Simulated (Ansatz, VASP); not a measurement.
Two plane-wave programs on TiC

POSCAR

```
TiC
1.0
    2.1639143223      2.1639143223      0.0000000000
   -2.1639143223      2.1639143223      0.0000000000
    0.0000000000      0.0000000000      4.5874983632
Ti C
2 2
Direct
    0.0000000000      0.0000000000      0.0000000000
    0.5000000000      0.5000000000      0.5000000000
    0.5000000000      0.5000000000      0.0000000000
    0.0000000000      0.0000000000      0.5000000000
```

File INCAR.step1:

```
ALGO     = Normal         # electronic algorithm
EDIFF    = 1E-4           # SCF threshold, eV
ENCUT    = 520            # plane-wave cutoff, eV
GGA      = PE             # functional
ISMEAR   = 0              # smearing method
LASPH    = T              # aspherical terms in the spheres
LCHARG   = F              # write CHGCAR
LREAL    = F              # projectors in reciprocal space
LWAVE    = T              # write WAVECAR
NBANDS   = 24             # bands
NELM     = 60             # most SCF steps
PREC     = Accurate       # precision mode
SIGMA    = 0.1            # smearing width, eV
```

The input INCAR.step2:

```
ALGO     = Normal         # electronic algorithm
EDIFF    = 1E-6           # SCF threshold, eV
ENCUT    = 520            # plane-wave cutoff, eV
ISIF     = 2              # what is computed and relaxed
ISMEAR   = 0              # smearing method
ISTART   = 1            
LASPH    = T              # aspherical terms in the spheres
LCHARG   = T              # write CHGCAR
LELF     = T              # ELF
LMIXTAU  = T            
LREAL    = F              # projectors in reciprocal space
LVHAR    = T            
LWAVE    = F              # write WAVECAR
METAGGA  = R2SCAN         # meta-GGA
NBANDS   = 24             # bands
NELM     = 60             # most SCF steps
PREC     = Accurate       # precision mode
SIGMA    = 0.1            # smearing width, eV
```

File KPOINTS:

```
k-points
0
Gamma
  18 18 12
```

Input for Ansatz:

```yaml
crystal:
  lattice:
    - [2.1639143223, 2.1639143223, 0.0]
    - [-2.1639143223, 2.1639143223, 0.0]
    - [0.0, 0.0, 4.5874983632]
  atoms:
    - { symbol: Ti, position: [0.0, 0.0, 0.0] }
    - { symbol: Ti, position: [0.5, 0.5, 0.5] }
    - { symbol: C, position: [0.5, 0.5, 0.0] }
    - { symbol: C, position: [0.0, 0.0, 0.5] }
basis:
  ecutwfc: 500
kpoints:
  mp_grid: { grid: [18, 18, 12] }
hamiltonian:
  xc: r2scan
scf:
  occupations: { method: gaussian, width: 0.1 }
output:
  forces: true
  stress: true
  eigenvalues: true
```

Change from the starting cell: strain along c alone, the other axes held, atoms relaxed: +6.0 %.

Alike in both runs: task single point; functional r2SCAN; k mesh 18 × 18 × 12; occupations gaussian, width 0.1 eV; no spin polarisation.

```csv
,VASP,Ansatz
version,VASP 6.6.1,Ansatz 0.2.0
potentials or method,"VASP PAW PBE potentials, release 64 (Ti_sv, C), cutoff 520 eV","scalar-relativistic, plane waves, PAW"
valence electrons in the cell,32,32
```

```tsv
	VASP	Ansatz	Ansatz less VASP
gap on the k mesh at the Fermi level (eV)	none	none	-
pressure (GPa)	-11.4	-12.2	-0.81
traceless stress, the component that is largest in VASP (GPa)	-10.68	-10.45	+0.228
```

VASP's potentials were made for PBE, not for r2SCAN. A gap of «none» marks a metal or a gap that the smearing closes.
